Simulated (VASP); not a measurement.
# Zr2S3 (P4/mmm) in VASP: further runs

Runs on Zr2S3. Level: PBE. Tasks: relaxation of cell and atoms, single point.

Program: VASP 6.6.1. These are calculated values, not measurements. Logs are shortened: lines on timing, memory, paths and dates and some standing lists are left out, and cuts for length are marked.

**1. The cell of the first run**

It takes space group P4/mmm (No. 123, tetragonal). The conventional cell has a = 4.132 Å, b = 4.132 Å, c = 6.109 Å, α = 90.00°, β = 90.00°, γ = 90.00°. Zr (site symmetry 4mm) has 4 S at 2.54 Å and 2 Zr at 2.95 to 3.16 Å within 3.3 Å. S (site symmetry mmm) has 4 Zr at 2.54 Å and 4 S at 2.92 Å within 3.3 Å. S (site symmetry 4/mmm) has 8 Zr at 3.32 Å and 12 S at 3.69 to 4.13 Å within 4.4 Å.

**2. Relaxation of cell and atoms, PBE**

INCAR reads:

```
ALGO = Normal ; EDIFF = 1E-6
EDIFFG = -0.01 ; ENCUT = 600
GGA = PE ; IBRION = 2
ISIF = 3 ; ISMEAR = 0
LASPH = True ; LCHARG = False
LREAL = False ; LWAVE = False
NELM = 100 ; NSW = 100
PREC = Accurate ; SIGMA = 0.1
```

KPOINTS reads:

```
k-points
0
Gamma
  10 10 6
```

POSCAR reads:

```
Zr2S3
1.0
    4.1320052479      0.0000000000      0.0000000000
    0.0000000000      4.1320052479      0.0000000000
    0.0000000000      0.0000000000      6.1094052889
Zr S
2 3
Direct
    0.5000000000      0.5000000000      0.7412290610
    0.5000000000      0.5000000000      0.2587709390
    0.0000000000      0.5000000000      0.5000000000
    0.5000000000      0.0000000000      0.5000000000
    0.0000000000      0.0000000000      0.0000000000
```

Potentials or basis: VASP PAW PBE potentials, release 64 (Zr_sv, S).

Command:

```
$ cat potpaw_PBE.64/Zr_sv/POTCAR potpaw_PBE.64/S/POTCAR > POTCAR
$ mpirun -np 1 vasp_std > vasp.out
```

OUTCAR:

```text
EDIFF = 1E-6
   EDIFFG = -0.01
   ENCUT = 600
   GGA = PE
   IBRION = 2
   ISIF = 3
   ISMEAR = 0
   LASPH = True
   LREAL = False
   NELM = 100
   NSW = 100
   PREC = Accurate

 ion  position               nearest neighbor table
   1  0.500  0.500  0.741-   3 2.54   4 2.54   4 2.54   3 2.54   2 2.95   2 3.16   5 3.32   5 3.32
                             5 3.32   5 3.32
   2  0.500  0.500  0.259-   3 2.54   4 2.54   4 2.54   3 2.54   1 2.95   1 3.16   5 3.32   5 3.32
                             5 3.32   5 3.32
   3  0.000  0.500  0.500-   1 2.54   2 2.54   1 2.54   2 2.54
   4  0.500  0.000  0.500-   1 2.54   2 2.54   1 2.54   2 2.54
   5  0.000  0.000  0.000-   1 3.32   2 3.32   1 3.32   2 3.32   1 3.32   2 3.32   1 3.32   2 3.32

  LATTYP: Found a simple tetragonal cell.
 ALAT       =     4.1320052479
 C/A-ratio  =     1.4785570014

  Lattice vectors:

 A1 = (   4.1320052479,   0.0000000000,   0.0000000000)
 A2 = (   0.0000000000,   4.1320052479,   0.0000000000)
 A3 = (   0.0000000000,   0.0000000000,   6.1094052889)

Analysis of symmetry for initial positions (statically):
=====================================================================
 Subroutine PRICEL returns:
 Original cell was already a primitive cell.

 Routine SETGRP: Setting up the symmetry group for a
 simple tetragonal supercell.

 Subroutine GETGRP returns: Found 16 space group operations
 (whereof 16 operations were pure point group operations)
 out of a pool of 16 trial point group operations.

The static configuration has the point symmetry D_4h.

Analysis of symmetry for dynamics (positions and initial velocities):
=====================================================================
 Subroutine PRICEL returns:
 Original cell was already a primitive cell.

 Routine SETGRP: Setting up the symmetry group for a
 simple tetragonal supercell.

 Subroutine GETGRP returns: Found 16 space group operations
 (whereof 16 operations were pure point group operations)
 out of a pool of 16 trial point group operations.

The dynamic configuration has the point symmetry D_4h.

 Subroutine INISYM returns: Found 16 space group operations
 (whereof 16 operations are pure point group operations),
 and found     1 'primitive' translations

----------------------------------------------------------------------------------------

                                     Primitive cell

  volume of cell :     104.3087

  direct lattice vectors                    reciprocal lattice vectors
     4.132005248  0.000000000  0.000000000     0.242013245  0.000000000  0.000000000
     0.000000000  4.132005248  0.000000000     0.000000000  0.242013245  0.000000000
     0.000000000  0.000000000  6.109405289     0.000000000  0.000000000  0.163682053

  length of vectors
     4.132005248  4.132005248  6.109405289     0.242013245  0.242013245  0.163682053

  position of ions in fractional coordinates (direct lattice)
     0.500000000  0.500000000  0.741229061
     0.500000000  0.500000000  0.258770939
     0.000000000  0.500000000  0.500000000
     0.500000000  0.000000000  0.500000000
     0.000000000  0.000000000  0.000000000

  ion indices of the primitive-cell ions
   primitive index   ion index
                 1           1
                 2           2
                 3           3
                 4           4
                 5           5

----------------------------------------------------------------------------------------

 KPOINTS: k-points

Automatic generation of k-mesh.
 Grid dimensions read from file:
 generate k-points for:   10   10    6

 Generating k-lattice:

  Cartesian coordinates                     Fractional coordinates (reciprocal lattice)
     0.024201325  0.000000000  0.000000000     0.100000000  0.000000000  0.000000000
     0.000000000  0.024201325  0.000000000     0.000000000  0.100000000  0.000000000
     0.000000000  0.000000000  0.027280342     0.000000000  0.000000000  0.166666667

  Length of vectors
     0.024201325  0.024201325  0.027280342

  Shift w.r.t. Gamma in fractional coordinates (k-lattice)
     0.000000000  0.000000000  0.000000000

 Subroutine IBZKPT returns following result:
 ===========================================

 Found     84 irreducible k-points:

 Following reciprocal coordinates:
            Coordinates               Weight
  0.000000  0.000000  0.000000      1.000000
  0.100000  0.000000  0.000000      4.000000
  0.200000  0.000000  0.000000      4.000000
  0.300000  0.000000  0.000000      4.000000
  0.400000  0.000000  0.000000      4.000000
  0.500000  0.000000  0.000000      2.000000
[... 16 lines left out ...]
  0.100000  0.000000  0.166667      8.000000
  0.200000  0.000000  0.166667      8.000000
 [... further k-points ...]
   k-points           NKPTS =     84   k-points in BZ     NKDIM =     84   number of bands    NBANDS=     25
   number of dos      NEDOS =    301   number of ions     NIONS =      5
   total plane-waves  NPLWV =  64800
   dimension x,y,z NGX =    36 NGY =   36 NGZ =   50
   dimension x,y,z NGXF=    72 NGYF=   72 NGZF=  100
   ions per type =               2   3
   NGX,Y,Z   is equivalent  to a cutoff of  14.48, 14.48, 13.61 a.u.
   NGXF,Y,Z  is equivalent  to a cutoff of  28.97, 28.97, 27.21 a.u.
 SYSTEM =  unknown system
   PREC   = accura    normal or accurate (medium, high low for compatibility)
   ISTART =      0    job   : 0-new  1-cont  2-samecut
   ICHARG =      2    charge: 1-file 2-atom 10-const
   ISPIN  =      1    spin polarized calculation?
   LNONCOLLINEAR =      F non collinear calculations
   LSORBIT =      F    spin-orbit coupling
   LASPH  =      T    aspherical Exc in radial PAW
   ENCUT  =  600.0 eV  44.10 Ry    6.64 a.u.   8.25  8.25 12.20*2*pi/ulx,y,z
   NELM   =    100;   NELMIN=  2; NELMDL= -5     # of ELM steps
   EDIFF  = 0.1E-05   stopping-criterion for ELM
   LREAL  =      F    real-space projection
   EDIFFG = -.1E-01   stopping-criterion for IOM
   NSW    =    100    number of steps for IOM
   IBRION =      2    ionic relax: 0-MD 1-quasi-New 2-CG
   NFREE  =      1    steps in history (QN), initial steepest desc. (CG)
   ISIF   =      3    stress and relaxation
   ISYM   =      2    0-nonsym 1-usesym 2-fastsym
   POTIM  = 0.5000    time-step for ionic-motion
   TEBEG  =    0.0;   TEEND  =   0.0 temperature during run
   PSTRESS=    0.0 pullay stress
   NELECT =      42.0000    total number of electrons
   NUPDOWN=      -1.0000    fix difference up-down
   EMIN   =  10.00;   EMAX   =-10.00  energy-range for DOS
   EFERMI =   0.00;   METHOD = LEGACY
   ISMEAR =     0;   SIGMA  =   0.10  broadening in eV -4-tet -1-fermi 0-gaus
   EFERMI_NEDOS =   21; number of points for ismear=-14 and -15
   IALGO  =     38    algorithm
   IMIX   =      4    mixing-type and parameters
     AMIX     =   0.40;   BMIX     =  1.00
     AMIX_MAG =   1.60;   BMIX_MAG =  1.00
  volume/ion in A,a.u.               =      20.86       140.78
  Fermi-wavevector in a.u.,A,eV,Ry     =   1.208883  2.284458 19.883538  1.461399
  Thomas-Fermi vector in A             =   2.344478
   LORBIT       =      0    0 simple, 1 ext, 2 COOP (PROOUT), +10 PAW based schemes
   GGA     = PE    functional components
   LHFCALC =     F    Hartree Fock is set to
   AEXX    =    0.0000 exact exchange contribution
   IVDW    =     0    specifies the selected vdW correction
   LEPSILON=     F    determine dielectric tensor
   LRPA    =     F    only Hartree local field effects (RPA)
 conjugate gradient relaxation of ions
 non-spin polarized calculation
 Gauss-broadening in eV      SIGMA  =   0.10
  energy-cutoff  :      600.00
  volume of cell :      104.31
 maximum number of plane-waves:      3504
 NGX is ok and might be reduce to    36
   NGX = 17   NGY = 17   NGZ = 25

--------------------------------------- Ionic step        1  -------------------------------------------

 number of electron      42.0000003 magnetization

 Free energy of the ion-electron system (eV)
  ---------------------------------------------------
  ext. energy  EPLUGINS =         0.00000000
  ---------------------------------------------------
  free energy    TOTEN  =       -33.21300078 eV

  energy without entropy =      -33.19399046  energy(sigma->0) =      -33.20349562

------------------------ aborting loop because EDIFF is reached ----------------------------------------

  FORCE on cell =-STRESS in cart. coord.  units (eV):
  Direction    XX          YY          ZZ          XY          YZ          ZX
  --------------------------------------------------------------------------------------
  -------------------------------------------------------------------------------------
  Total       -0.5306762     -0.5306762      0.3643254      0.0000000     -0.0000000      0.0000000
  in kB       -8.1511617     -8.1511617      5.5960219      0.0000000     -0.0000000      0.0000000
  external PRESSURE =      -3.5687672 kB  Pullay stress =       0.0000000 kB

 VOLUME and BASIS-vectors are now :
 -----------------------------------------------------------------------------
  energy-cutoff  :      600.00
  volume of cell :      104.31
      direct lattice vectors                 reciprocal lattice vectors
     4.132005248  0.000000000  0.000000000     0.242013245  0.000000000  0.000000000
     0.000000000  4.132005248  0.000000000     0.000000000  0.242013245  0.000000000
     0.000000000  0.000000000  6.109405289     0.000000000  0.000000000  0.163682053
[... 235 lines left out ...]
 POSITION                                       TOTAL-FORCE (eV/Angst)
 -----------------------------------------------------------------------------------
      2.05801      2.05801      4.54712        -0.000000      0.000000      0.027774
      2.05801      2.05801      1.61166         0.000000     -0.000000     -0.027774
      4.11603      2.05801      3.07939        -0.000000      0.000000      0.000000
      2.05801      0.00000      3.07939        -0.000000      0.000000      0.000000
      4.11603      0.00000      0.00000         0.000000      0.000000      0.000000
 -----------------------------------------------------------------------------------
    total drift:                                0.000000      0.000000      0.000000

  FREE ENERGIE OF THE ION-ELECTRON SYSTEM (eV)
  ---------------------------------------------------
  free  energy   TOTEN  =       -33.2186571411 eV

  energy  without entropy=      -33.2017286155  energy(sigma->0) =      -33.21019288

--------------------------------------- Ionic step        8  -------------------------------------------

 number of electron      42.0000003 magnetization

 Free energy of the ion-electron system (eV)
  ---------------------------------------------------
  ext. energy  EPLUGINS =         0.00000000
  ---------------------------------------------------
  free energy    TOTEN  =       -33.21872209 eV

  energy without entropy =      -33.20126222  energy(sigma->0) =      -33.20999216

 E-fermi :   7.6988     XC(G=0): -10.3083

 val. band max:        7.6943605420   @ k =   0.3000   0.0000   0.5000
 cond. band min:       7.7062774130   @ k =   0.2000   0.1000   0.5000
 fundamental gap:      0.0119168710
 Fermi energy:         7.6987856908

 k-point     1 :       0.0000    0.0000    0.0000
  band No.  band energies     occupation
      1     -42.5121      2.00000
      2     -42.4257      2.00000
      3     -20.8171      2.00000
      4     -20.6500      2.00000
      5     -20.6500      2.00000
      6     -20.5355      2.00000
[... 17 lines left out ...]
     24       8.2948      0.00000
     25       8.8732      0.00000
[... 621 lines left out ...]
      3     -20.7701      2.00000
      4     -20.6715      2.00000
      5     -20.6437      2.00000
      6     -20.5580      2.00000
[... 17 lines left out ...]
     24       8.7454      0.00000
     25       8.8340      0.00000

 [... further k-points ...]
[... 5 lines left out ...]
  --------------------------------------------------------------------------------------
  -------------------------------------------------------------------------------------
  Total        0.0227990      0.0227990      0.0091561      0.0000000     -0.0000000      0.0000000
  in kB        0.3504315      0.3504315      0.1407340      0.0000000     -0.0000000      0.0000000
  external PRESSURE =       0.2805323 kB  Pullay stress =       0.0000000 kB

 VOLUME and BASIS-vectors are now :
 -----------------------------------------------------------------------------
  energy-cutoff  :      600.00
  volume of cell :      104.24
      direct lattice vectors                 reciprocal lattice vectors
     4.114423391  0.000000000  0.000000000     0.243047422 -0.000000000  0.000000000
     0.000000000  4.114423391 -0.000000000     0.000000000  0.243047422 -0.000000000
    -0.000000000  0.000000000  6.157524498     0.000000000  0.000000000  0.162402927

 POSITION                                       TOTAL-FORCE (eV/Angst)
 -----------------------------------------------------------------------------------
      2.05721      2.05721      4.54879        -0.000000      0.000000      0.006010
      2.05721      2.05721      1.60874         0.000000     -0.000000     -0.006010
     -0.00000      2.05721      3.07876        -0.000000      0.000000      0.000000
      2.05721      0.00000      3.07876        -0.000000      0.000000      0.000000
     -0.00000      0.00000      0.00000         0.000000      0.000000      0.000000
 -----------------------------------------------------------------------------------
    total drift:                                0.000000      0.000000     -0.000000

  FREE ENERGIE OF THE ION-ELECTRON SYSTEM (eV)
  ---------------------------------------------------
  free  energy   TOTEN  =       -33.2187220902 eV

  energy  without entropy=      -33.2012622207  energy(sigma->0) =      -33.20999216

 reached required accuracy - stopping structural energy minimisation
```

Wall time 17 min (1 thread of Intel Xeon Platinum 8259CL at 2.50GHz (Skylake/Cascade Lake), shared host); peak memory 0.41 GiB.

What came out:

* Free energy: -33.2187 eV
* Relaxed volume: 20.85 Å³/atom
* Relaxed cell: a = 4.114 Å, b = 4.114 Å, c = 6.158 Å, α = 90.00°, β = 90.00°, γ = 90.00°
* Space group after relaxing (to 0.05 Å): P4/mmm (No. 123)
* Energy gained by relaxing: 1.1 meV/atom
* Ionic steps: 8
* Pressure after relaxing: 0.0 GPa
* Largest force after relaxing: 0.006 eV/Å
* Band gap on the k mesh: zero (band 21 reaches 8.53 eV, above the bottom of band 22 at 7.39 eV)

Forces in eV/Å, atoms in the order of the input:
```
Zr   0.000  0.000  0.006
Zr   0.000  0.000 -0.006
S    0.000  0.000  0.000
S    0.000  0.000  0.000
S    0.000  0.000  0.000
```

Step by step:
| step | energy change (eV) | largest force (eV/Å) | pressure (GPa) | volume (Å³) |
| --- | --- | --- | --- | --- |
| 1 | 0.0000 | 0.1432 | -0.36 | 104.31 |
| 2 | -0.0046 | 0.0137 | 0.37 | 103.61 |
| 3 | -0.0046 | 0.0087 | 0.39 | 103.58 |
| 4 | -0.0053 | 0.0611 | -0.14 | 104.16 |
| 5 | -0.0054 | 0.0453 | 0.02 | 103.98 |
| 6 | -0.0056 | 0.0290 | 0.07 | 104.07 |
| 7 | -0.0057 | 0.0278 | 0.04 | 104.34 |
| 8 | -0.0057 | 0.0060 | 0.03 | 104.24 |

Final structure:
```yaml
crystal:
  lattice:
    - [4.11442, 0.00000, 0.00000]
    - [0.00000, 4.11442, 0.00000]
    - [0.00000, 0.00000, 6.15752]
  atoms:
    - { symbol: Zr, position: [0.50000, 0.50000, 0.73874] }
    - { symbol: Zr, position: [0.50000, 0.50000, 0.26126] }
    - { symbol: S, position: [0.00000, 0.50000, 0.50000] }
    - { symbol: S, position: [0.50000, 0.00000, 0.50000] }
    - { symbol: S, position: [0.00000, 0.00000, 0.00000] }
```

Levels at points of the mesh, in eV from the Fermi level:
| k point | band 19 | band 20 | band 21 | band 22 | band 23 | band 24 |
| --- | --- | --- | --- | --- | --- | --- |
| (0.00, 0.00, 0.00) | -1.55 | -0.76 | -0.76 | -0.10 | 0.40 | 0.60 |
| (0.50, 0.00, 0.00) | -2.21 | -2.04 | -1.19 | -0.31 | 0.24 | 1.17 |
| (0.50, 0.50, 0.00) | -2.72 | -0.94 | 0.83 | 1.00 | 1.46 | 1.53 |
| (0.00, 0.00, 0.50) | -1.10 | -1.10 | -0.45 | -0.28 | 0.10 | 0.86 |
| (0.50, 0.00, 0.50) | -2.81 | -2.20 | -0.20 | 0.25 | 0.35 | 0.71 |
| (0.50, 0.50, 0.50) | -2.09 | -0.34 | -0.29 | 0.66 | 0.66 | 0.71 |

**3. Single point, PBE**

INCAR reads:

```
SYSTEM = Zr2S3
PREC = Accurate
ENCUT = 520
EDIFF = 1E-7
ISMEAR = 0
SIGMA = 0.1
LREAL = .FALSE.
LASPH = .TRUE.
NELM = 100
ALGO = Normal
ISIF = 2
LWAVE = .FALSE.
LCHARG = .FALSE.
GGA = PE
NBANDS = 29
```

KPOINTS reads:

```
regular mesh
0
G
  10 10 6
  0 0 0
```

POSCAR reads:

```
Zr2S3
1.0
    4.1146187256      0.0000000000      0.0000000000
    0.0000000000      4.1146187256      0.0000000000
    0.0000000000      0.0000000000      6.1576043254
Zr S
2 3
Direct
    0.5000000000      0.5000000000      0.7388693750
    0.5000000000      0.5000000000      0.2611306250
    0.0000000000      0.5000000000      0.5000000000
    0.5000000000      0.0000000000      0.5000000000
    0.0000000000      0.0000000000      0.0000000000
```

Potentials or basis: VASP PAW PBE potentials, release 64 (Zr_sv, S).

Command:

```
$ cat potpaw_PBE.64/Zr_sv/POTCAR potpaw_PBE.64/S/POTCAR > POTCAR
$ mpirun -np 1 vasp_std > vasp.out
```

Wall time 6 min (1 thread of Intel Xeon 8259CL, shared host); peak memory 0.35 GiB.

It converged, with:

| Property | Result |
| --- | --- |
| Free energy | -33.2186 eV |
| Pressure | 0.0 GPa |
| Largest force | 0.004 eV/Å |
| Band gap on the k mesh | zero (band 21 reaches 8.53 eV, above the bottom of band 22 at 7.39 eV) |

Forces in eV/Å, atoms in the order of the input:
```
Zr   0.000  0.000 -0.004
Zr   0.000  0.000  0.004
S    0.000  0.000  0.000
S    0.000  0.000  0.000
S    0.000  0.000  0.000
```

Levels at points of the mesh, in eV from the Fermi level:
| k point | band 18 | band 19 | band 20 | band 21 | band 22 | band 23 | band 24 | band 25 |
| --- | --- | --- | --- | --- | --- | --- | --- | --- |
| (0.00, 0.00, 0.00) | -2.63 | -1.55 | -0.76 | -0.76 | -0.10 | 0.40 | 0.59 | 1.17 |
| (0.50, 0.00, 0.00) | -2.92 | -2.21 | -2.04 | -1.19 | -0.31 | 0.24 | 1.17 | 1.66 |
| (0.50, 0.50, 0.00) | -3.43 | -2.72 | -0.94 | 0.83 | 1.00 | 1.46 | 1.53 | 1.53 |
| (0.00, 0.00, 0.50) | -2.77 | -1.10 | -1.10 | -0.45 | -0.28 | 0.10 | 0.86 | 1.02 |
| (0.50, 0.00, 0.50) | -3.28 | -2.81 | -2.20 | -0.20 | 0.25 | 0.35 | 0.70 | 1.44 |
| (0.50, 0.50, 0.50) | -2.69 | -2.09 | -0.34 | -0.29 | 0.67 | 0.67 | 0.71 | 0.79 |
